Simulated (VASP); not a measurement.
# Ca (Pm-3m) in VASP: further runs, part 2 of 2

VASP 6.6.1. The steps go on from the part before.

### 4 Single point, PBE+D3(BJ)

This run uses another cell than the first one, of 42.40 Å³/atom, 1.080 times its volume.

Contents of INCAR:

```
ALGO     = Normal         # electronic algorithm
EDIFF    = 1E-6           # SCF threshold, eV
ENCUT    = 520            # plane-wave cutoff, eV
GGA      = PE             # functional
ISIF     = 2              # what is computed and relaxed
ISMEAR   = 1              # smearing method
IVDW     = 12             # dispersion correction
LASPH    = True           # aspherical terms in the spheres
LCHARG   = False          # write CHGCAR
LREAL    = False          # projectors in reciprocal space
LWAVE    = False          # write WAVECAR
NBANDS   = 11             # bands
NELM     = 60             # most SCF steps
PREC     = Accurate       # precision mode
SIGMA    = 0.1            # smearing width, eV
```

Contents of KPOINTS:

```
k-points
0
Gamma
  6 6 6
```

Contents of POSCAR:

```
Ca
1.0
    3.4868936766      0.0000000000      0.0000000000
    0.0000000000      3.4868936766      0.0000000000
    0.0000000000      0.0000000000      3.4868936766
Ca
1
Direct
    0.0000000000      0.0000000000      0.0000000000
```

Potentials or basis: VASP PAW PBE potentials, release 64 (Ca_sv).

Launch:

```bash
cat potpaw_PBE.64/Ca_sv/POTCAR > POTCAR
mpirun -np 1 vasp_std > vasp.out
```

OUTCAR:

```text
EDIFF = 1E-6
   ENCUT = 520
   GGA = PE
   ISIF = 2
   ISMEAR = 1
   IVDW = 12
   LASPH = True
   LREAL = False
   NELM = 60
   PREC = Accurate
 IVDW          = 12

 ion  position               nearest neighbor table
   1  0.000  0.000  0.000-

  LATTYP: Found a simple cubic cell.
 ALAT       =     3.4868936766

  Lattice vectors:

 A1 = (   3.4868936766,   0.0000000000,   0.0000000000)
 A2 = (   0.0000000000,   3.4868936766,   0.0000000000)
 A3 = (   0.0000000000,   0.0000000000,   3.4868936766)

Analysis of symmetry for initial positions (statically):
=====================================================================
 Subroutine PRICEL returns:
 Original cell was already a primitive cell.

 Routine SETGRP: Setting up the symmetry group for a
 simple cubic supercell.

 Subroutine GETGRP returns: Found 48 space group operations
 (whereof 48 operations were pure point group operations)
 out of a pool of 48 trial point group operations.

The static configuration has the point symmetry O_h .

Analysis of symmetry for dynamics (positions and initial velocities):
=====================================================================
 Subroutine PRICEL returns:
 Original cell was already a primitive cell.

 Routine SETGRP: Setting up the symmetry group for a
 simple cubic supercell.

 Subroutine GETGRP returns: Found 48 space group operations
 (whereof 48 operations were pure point group operations)
 out of a pool of 48 trial point group operations.

The dynamic configuration has the point symmetry O_h .

 Subroutine INISYM returns: Found 48 space group operations
 (whereof 48 operations are pure point group operations),
 and found     1 'primitive' translations

----------------------------------------------------------------------------------------

                                     Primitive cell

  volume of cell :      42.3951
[... 107 lines left out ...]
   GGA     = PE    functional components
   LHFCALC =     F    Hartree Fock is set to
   AEXX    =    0.0000 exact exchange contribution
   IVDW    =    12    specifies the selected vdW correction
   LEPSILON=     F    determine dielectric tensor
   LRPA    =     F    only Hartree local field effects (RPA)
 non-spin polarized calculation
 Methfessel and Paxton  Order N= 1 SIGMA  =   0.10
  energy-cutoff  :      520.00
  volume of cell :       42.40
 maximum number of plane-waves:      1189
 NGX is ok and might be reduce to    28
   NGX = 13   NGY = 13   NGZ = 13

 number of electron      10.0000000 magnetization

 number of electron       9.9999999 magnetization

 Free energy of the ion-electron system (eV)
  ---------------------------------------------------
  ext. energy  EPLUGINS =         0.00000000
  ---------------------------------------------------
  free energy    TOTEN  =        -1.54012261 eV

  energy without entropy =       -1.53892194  energy(sigma->0) =       -1.53972239

 E-fermi :   1.6496     XC(G=0):  -7.7025

 val. band max:        1.6145881538   @ k =   0.5000   0.3333   0.1667
 cond. band min:       1.6605115745   @ k =   0.5000   0.5000   0.1667
 fundamental gap:      0.0459234207
 Fermi energy:         1.6495969847

 k-point     1 :       0.0000    0.0000    0.0000
  band No.  band energies     occupation
      1     -40.3564      2.00000
      2     -21.2387      2.00000
      3     -21.2387      2.00000
      4     -21.2387      2.00000
      5      -2.0249      2.00000
      6       2.6610     -0.00000
      7       2.6610     -0.00000
      8       5.9756      0.00000
      9       5.9756      0.00000
     10       5.9756      0.00000
     11      10.5639      0.00000
[... 253 lines left out ...]
 k-point    20 :       0.5000    0.5000    0.5000
  band No.  band energies     occupation
      1     -40.2985      2.00000
      2     -21.4071      2.00000
      3     -21.4071      2.00000
      4     -21.4071      2.00000
      5       2.5168     -0.00000
      6       2.5168     -0.00000
      7       2.5168     -0.00000
      8       6.7426      0.00000
      9       6.7426      0.00000
     10       7.4568      0.00000
     11       7.4568      0.00000

------------------------ aborting loop because EDIFF is reached ----------------------------------------

 Edisp (eV)   -0.22949

 E8    (eV) :    -0.1163

  FORCE on cell =-STRESS in cart. coord.  units (eV):
  Direction    XX          YY          ZZ          XY          YZ          ZX
  --------------------------------------------------------------------------------------
  -------------------------------------------------------------------------------------
  Total      -0.07263    -0.07263    -0.07263     0.00000     0.00000    -0.00000
  in kB      -2.74474    -2.74474    -2.74474     0.00000     0.00000    -0.00000
  external pressure =       -2.74 kB  Pullay stress =        0.00 kB

 VOLUME and BASIS-vectors are now :
 -----------------------------------------------------------------------------
  energy-cutoff  :      520.00
  volume of cell :       42.40
      direct lattice vectors                 reciprocal lattice vectors
     3.486893677  0.000000000  0.000000000     0.286788211  0.000000000  0.000000000
     0.000000000  3.486893677  0.000000000     0.000000000  0.286788211  0.000000000
     0.000000000  0.000000000  3.486893677     0.000000000  0.000000000  0.286788211

 POSITION                                       TOTAL-FORCE (eV/Angst)
 -----------------------------------------------------------------------------------
      0.00000      0.00000      0.00000         0.000000      0.000000      0.000000
 -----------------------------------------------------------------------------------
    total drift:                               -0.000000      0.000000     -0.000000

  FREE ENERGIE OF THE ION-ELECTRON SYSTEM (eV)
  ---------------------------------------------------
  free  energy   TOTEN  =        -1.7696167791 eV

  energy  without entropy=       -1.7684161093  energy(sigma->0) =       -1.76921656
```

OSZICAR:

```text
N       E                     dE             d eps       ncg     rms          rms(c)
DAV:   1     0.682343500705E+02    0.68234E+02   -0.49405E+03   440   0.821E+02
DAV:   2     0.147340236210E+00   -0.68087E+02   -0.67418E+02   494   0.210E+02
DAV:   3    -0.146784874476E+01   -0.16152E+01   -0.15985E+01   605   0.316E+01
DAV:   4    -0.155041952518E+01   -0.82571E-01   -0.82451E-01   593   0.557E+00
DAV:   5    -0.155217559974E+01   -0.17561E-02   -0.17560E-02   580   0.658E-01    0.223E+00
DAV:   6    -0.154380696224E+01    0.83686E-02   -0.97306E-03   516   0.111E+00    0.136E+00
DAV:   7    -0.154042529892E+01    0.33817E-02   -0.15626E-02   481   0.148E+00    0.121E-01
DAV:   8    -0.154010081253E+01    0.32449E-03   -0.19734E-03   472   0.389E-01    0.338E-02
DAV:   9    -0.154012301412E+01   -0.22202E-04   -0.15644E-04   656   0.104E-01    0.616E-03
DAV:  10    -0.154012261438E+01    0.39974E-06   -0.47103E-06   492   0.146E-02
   1 F= -.17696168E+01 E0= -.17692166E+01  d E =-.120067E-02
```

stdout:

```text
POSCAR found type information on POSCAR Ca
 POSCAR found :  1 types and       1 ions
 scaLAPACK will be used
 LDA part: xc-table for (Slater+PW92), standard interpolation
 POSCAR, INCAR and KPOINTS ok, starting setup
 FFT: planning ... GRIDC
 FFT: planning ... GRID_SOFT
 FFT: planning ... GRID
 WAVECAR not read
 entering main loop
```

It took 19 s on 1 thread of AMD EPYC 7R13 (Zen 3), shared host; peak memory 0.13 GiB.

Results:

| Property | Result |
| --- | --- |
| Free energy | -1.7696 eV |
| Pressure | -0.3 GPa |
| Band gap on the k mesh | zero (band 5 reaches 2.52 eV, above the bottom of band 6 at 1.35 eV) |
| Dispersion energy per atom | -0.229 eV |

Caveat: three body term missing; pairwise dispersion overbinds metals, which lowers pressure and volume.

### 5 Summary

| cell | gap on the mesh (eV) | pressure (GPa) |
| --- | --- | --- |
| a = 3.398 Å, 1 atom | none | 0.4 |
| a = 3.454 Å, 1 atom | none | 0.1 |
| a = 3.487 Å, 1 atom | none | -0.3 |

Alike in all rows: task single point; level PBE+D3(BJ); potentials or basis VASP PAW PBE potentials, release 64 (Ca_sv); no spin polarisation; k mesh 6 × 6 × 6; cutoff (eV) 520; smearing methfessel-paxton 0.1 eV.

Caveats: three body term missing; pairwise dispersion overbinds metals, which lowers pressure and volume.

Absolute energies hang on the potentials; compare differences alone.
